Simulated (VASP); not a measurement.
# TiSi2 (Fddd) in VASP: further runs, part 3 of 3

VASP 6.6.1. The steps go on from the part before.

### Step 4. Single point, PBE (13.40 Å³/atom)

This run uses another cell than the first one, of 13.40 Å³/atom.

File INCAR:

```
PREC = Accurate
ENCUT = 520
EDIFF = 1E-7
ISMEAR = -1
SIGMA = 0.05
LREAL = False
LASPH = True
NELM = 80
ALGO = Normal
ISIF = 2
LWAVE = False
LCHARG = False
GGA = PE
NBANDS = 29
```

File KPOINTS:

```
Automatic mesh
0
Gamma
  13 13 13
```

File POSCAR:

```
TiSi2
1.0
    0.0000000000      4.0623445288      4.2039051019
    2.3542460462      0.0000000000      4.2039051019
    2.3542460462      4.0623445288      0.0000000000
Ti Si
2 4
Direct
    0.7500000000      0.7500000000      0.7500000000
    0.5000000000      0.5000000000      0.5000000000
    0.0867010992      0.4132989008      0.0867010992
    0.4132989008      0.0867010992      0.4132989008
    0.1632989008      0.8367010992      0.1632989008
    0.8367010992      0.1632989008      0.8367010992
```

Potentials or basis: VASP PAW PBE potentials, release 64 (Ti_sv, Si).

The run is started by

```bash
cat potpaw_PBE.64/Ti_sv/POTCAR potpaw_PBE.64/Si/POTCAR > POTCAR
mpirun -np 1 vasp_std > vasp.out
```

OUTCAR:

```text
PREC = Accurate
   ENCUT = 520
   EDIFF = 1E-7
   ISMEAR = -1
   LREAL = False
   LASPH = True
   NELM = 80
   ISIF = 2
   GGA = PE

 ion  position               nearest neighbor table
   1  0.750  0.750  0.750-   6 2.51   6 2.51   5 2.51   5 2.51   4 2.70   4 2.70   3 2.70   3 2.70
                             3 2.74   4 2.74
   2  0.500  0.500  0.500-   4 2.51   4 2.51   3 2.51   3 2.51   5 2.70   5 2.70   6 2.70   6 2.70
                             5 2.74   6 2.74
   3  0.087  0.413  0.087-   5 2.49   5 2.49   2 2.51   2 2.51   4 2.65   1 2.70   1 2.70   1 2.74
                             4 2.74   4 2.74
   4  0.413  0.087  0.413-   6 2.49   6 2.49   2 2.51   2 2.51   3 2.65   1 2.70   1 2.70   1 2.74
                             3 2.74   3 2.74
   5  0.163  0.837  0.163-   3 2.49   3 2.49   1 2.51   1 2.51   6 2.65   2 2.70   2 2.70   2 2.74
                             6 2.74   6 2.74
   6  0.837  0.163  0.837-   4 2.49   4 2.49   1 2.51   1 2.51   5 2.65   2 2.70   2 2.70   2 2.74
                             5 2.74   5 2.74

  LATTYP: Found a face centered orthorhombic cell.
 ALAT       =     4.7084920924
 B/A-ratio  =     1.7255394929
 C/A-ratio  =     1.7856693903

  Lattice vectors:

 A1 = (   0.0000000000,   4.0623445288,   4.2039051019)
 A2 = (   2.3542460462,   0.0000000000,   4.2039051019)
 A3 = (   2.3542460462,   4.0623445288,   0.0000000000)

Analysis of symmetry for initial positions (statically):
=====================================================================
 Subroutine PRICEL returns:
 Original cell was already a primitive cell.

 Routine SETGRP: Setting up the symmetry group for a
 face centered orthorhombic supercell.

 Subroutine GETGRP returns: Found  8 space group operations
 (whereof  4 operations were pure point group operations)
 out of a pool of  8 trial point group operations.

The static configuration has the point symmetry D_2 .
 The point group associated with its full space group is D_2h.

Analysis of symmetry for dynamics (positions and initial velocities):
=====================================================================
 Subroutine PRICEL returns:
 Original cell was already a primitive cell.

 Routine SETGRP: Setting up the symmetry group for a
 face centered orthorhombic supercell.

 Subroutine GETGRP returns: Found  8 space group operations
 (whereof  4 operations were pure point group operations)
 out of a pool of  8 trial point group operations.

The dynamic configuration has the point symmetry D_2 .
 The point group associated with its full space group is D_2h.

 Subroutine INISYM returns: Found  8 space group operations
 (whereof  4 operations are pure point group operations),
 and found     1 'primitive' translations

----------------------------------------------------------------------------------------

                                     Primitive cell

  volume of cell :      80.4103

  direct lattice vectors                    reciprocal lattice vectors
     0.000000000  4.062344529  4.203905102    -0.212382219  0.123081633  0.118937033
     2.354246046  0.000000000  4.203905102     0.212382219 -0.123081633  0.118937033
     2.354246046  4.062344529  0.000000000     0.212382219  0.123081633 -0.118937033

  length of vectors
[... 49 lines left out ...]
  0.153846 -0.000000 -0.000000      8.000000
  0.230769 -0.000000  0.000000      8.000000
  0.307692 -0.000000 -0.000000      8.000000
  0.384615 -0.000000  0.000000      8.000000
[... 16 lines left out ...]
  0.384615  0.153846 -0.000000      8.000000
  0.461538  0.153846  0.000000      8.000000
 [... further k-points ...]
   k-points           NKPTS =    343   k-points in BZ     NKDIM =    343   number of bands    NBANDS=     29
   number of dos      NEDOS =    301   number of ions     NIONS =      6
   total plane-waves  NPLWV =  62208
   dimension x,y,z NGX =    48 NGY =   36 NGZ =   36
   dimension x,y,z NGXF=    96 NGYF=   72 NGZF=   72
   ions per type =               2   4
   NGX,Y,Z   is equivalent  to a cutoff of  13.65, 12.42, 12.75 a.u.
   NGXF,Y,Z  is equivalent  to a cutoff of  27.30, 24.84, 25.49 a.u.
 SYSTEM =  unknown system
   PREC   = accura    normal or accurate (medium, high low for compatibility)
   ISTART =      0    job   : 0-new  1-cont  2-samecut
   ICHARG =      2    charge: 1-file 2-atom 10-const
   ISPIN  =      1    spin polarized calculation?
   LNONCOLLINEAR =      F non collinear calculations
   LSORBIT =      F    spin-orbit coupling
   LASPH  =      T    aspherical Exc in radial PAW
   ENCUT  =  520.0 eV  38.22 Ry    6.18 a.u.  10.87  8.96  8.73*2*pi/ulx,y,z
   NELM   =     80;   NELMIN=  2; NELMDL= -5     # of ELM steps
   EDIFF  = 0.1E-06   stopping-criterion for ELM
   LREAL  =      F    real-space projection
   EDIFFG = 0.1E-05   stopping-criterion for IOM
   NSW    =      0    number of steps for IOM
   IBRION =     -1    ionic relax: 0-MD 1-quasi-New 2-CG
   NFREE  =      0    steps in history (QN), initial steepest desc. (CG)
   ISIF   =      2    stress and relaxation
   ISYM   =      2    0-nonsym 1-usesym 2-fastsym
   POTIM  = 0.5000    time-step for ionic-motion
   TEBEG  =    0.0;   TEEND  =   0.0 temperature during run
   PSTRESS=    0.0 pullay stress
   NELECT =      40.0000    total number of electrons
   NUPDOWN=      -1.0000    fix difference up-down
   EMIN   =  10.00;   EMAX   =-10.00  energy-range for DOS
   EFERMI =   0.00;   METHOD = LEGACY
   ISMEAR =    -1;   SIGMA  =   0.05  broadening in eV -4-tet -1-fermi 0-gaus
   EFERMI_NEDOS =   21; number of points for ismear=-14 and -15
   IALGO  =     38    algorithm
   IMIX   =      4    mixing-type and parameters
     AMIX     =   0.40;   BMIX     =  1.00
     AMIX_MAG =   1.60;   BMIX_MAG =  1.00
  volume/ion in A,a.u.               =      13.40        90.44
  Fermi-wavevector in a.u.,A,eV,Ry     =   1.297152  2.451263 22.893221  1.682604
  Thomas-Fermi vector in A             =   2.428563
   LORBIT       =      0    0 simple, 1 ext, 2 COOP (PROOUT), +10 PAW based schemes
   GGA     = PE    functional components
   LHFCALC =     F    Hartree Fock is set to
   AEXX    =    0.0000 exact exchange contribution
   IVDW    =     0    specifies the selected vdW correction
   LEPSILON=     F    determine dielectric tensor
   LRPA    =     F    only Hartree local field effects (RPA)
 non-spin polarized calculation
  energy-cutoff  :      520.00
  volume of cell :       80.41
 maximum number of plane-waves:      2184
 NGX is ok and might be reduce to    48
   NGX = 21   NGY = 17   NGZ = 17

 number of electron      40.0000003 magnetization

 Free energy of the ion-electron system (eV)
  ---------------------------------------------------
  ext. energy  EPLUGINS =         0.00000000
  ---------------------------------------------------
  free energy    TOTEN  =       -40.58495230 eV

  energy without entropy =      -40.56685984  energy(sigma->0) =      -40.57590607

 E-fermi :  10.7082     XC(G=0): -11.9265

 val. band max:       10.7074767931   @ k =   0.4615   0.3846   0.0000
 cond. band min:      10.7087501810   @ k =   0.3077  -0.0000  -0.0000
 fundamental gap:      0.0012733879
 Fermi energy:        10.7082010503

 k-point     1 :       0.0000    0.0000    0.0000
  band No.  band energies     occupation
      1     -45.4143      2.00000
      2     -45.3796      2.00000
      3     -21.8260      2.00000
      4     -21.8073      2.00000
      5     -21.7201      2.00000
      6     -21.7033      2.00000
[... 757 lines left out ...]
     28      15.0146      0.00000
     29      15.2175      0.00000

 [... further k-points ...]

------------------------ aborting loop because EDIFF is reached ----------------------------------------

  FORCE on cell =-STRESS in cart. coord.  units (eV):
  Direction    XX          YY          ZZ          XY          YZ          ZX
  --------------------------------------------------------------------------------------
  -------------------------------------------------------------------------------------
  Total        4.7168386      3.6272880      5.3007346      0.0000000      0.0000000      0.0000000
  in kB       93.9831717     72.2738386    105.6173196      0.0000000      0.0000000      0.0000000
  external PRESSURE =      90.6247766 kB  Pullay stress =       0.0000000 kB

 VOLUME and BASIS-vectors are now :
 -----------------------------------------------------------------------------
  energy-cutoff  :      520.00
  volume of cell :       80.41
      direct lattice vectors                 reciprocal lattice vectors
     0.000000000  4.062344529  4.203905102    -0.212382219  0.123081633  0.118937033
     2.354246046  0.000000000  4.203905102     0.212382219 -0.123081633  0.118937033
     2.354246046  4.062344529  0.000000000     0.212382219  0.123081633 -0.118937033

 POSITION                                       TOTAL-FORCE (eV/Angst)
 -----------------------------------------------------------------------------------
      3.53137      6.09352      6.30586        -0.000000      0.000000     -0.000000
      2.35425      4.06234      4.20391         0.000000     -0.000000      0.000000
      1.17712      0.70442      2.10195        -0.000000     -0.010997     -0.000000
      1.17712      3.35793      2.10195        -0.000000      0.010997     -0.000000
      2.35425      1.32675      4.20391        -0.000000      0.010997      0.000000
      2.35425      6.79794      4.20391        -0.000000     -0.010997      0.000000
 -----------------------------------------------------------------------------------
    total drift:                               -0.000000     -0.000000     -0.000000

  FREE ENERGIE OF THE ION-ELECTRON SYSTEM (eV)
  ---------------------------------------------------
  free  energy   TOTEN  =       -40.5849522961 eV

  energy  without entropy=      -40.5668598418  energy(sigma->0) =      -40.57590607
```

Run time: 26 min. Hardware: 1 thread of Intel Xeon 8259CL, shared host; peak memory 0.72 GiB.

What came out:

```yaml
Free_energy: -40.5850 eV
Pressure: 9.1 GPa
Largest_force: 0.011 eV/Å
Band_gap_on_the_k_mesh: zero (bands 20 and 21 overlap by 1.96 eV)
```

Forces on the atoms (eV/Å):
```
Ti   0.000  0.000  0.000
Ti   0.000  0.000  0.000
Si   0.000 -0.011  0.000
Si   0.000  0.011  0.000
Si   0.000  0.011  0.000
Si   0.000 -0.011  0.000
```

Stress tensor (GPa, compression positive):
```
 9.40  0.00  0.00
 0.00  7.23  0.00
 0.00  0.00 10.56
```

Caveat: the cell stands under pressure.

### Step 5. Summary

| cell | gap on the mesh (eV) | pressure (GPa) |
| --- | --- | --- |
| a = 5.865, b = 4.810, c = 4.760 Å, angles 75.6, 52.6, 51.8°, 6 atoms, atomic positions A | none | 6.2 |
| a = 5.835, b = 4.773, c = 4.760 Å, angles 75.5, 52.4, 52.2°, 6 atoms, atomic positions B | none | 8.4 |
| a = 5.846, b = 4.818, c = 4.695 Å, angles 75.8, 53.0, 51.1°, 6 atoms, atomic positions C | none | 9.1 |

Alike in all rows: task single point; level PBE; potentials or basis VASP PAW PBE potentials, release 64 (Ti_sv, Si); no spin polarisation; k mesh 13 × 13 × 13; cutoff (eV) 520; smearing fermi-dirac 0.05 eV.

Caveats: the stress differs along the axes, from 2 to 12 GPa (at least some runs); the stress differs along the axes, from 2 to 17 GPa (at least some runs); the cell stands under pressure (at least some runs).

Absolute energies hang on the potentials; compare differences alone.
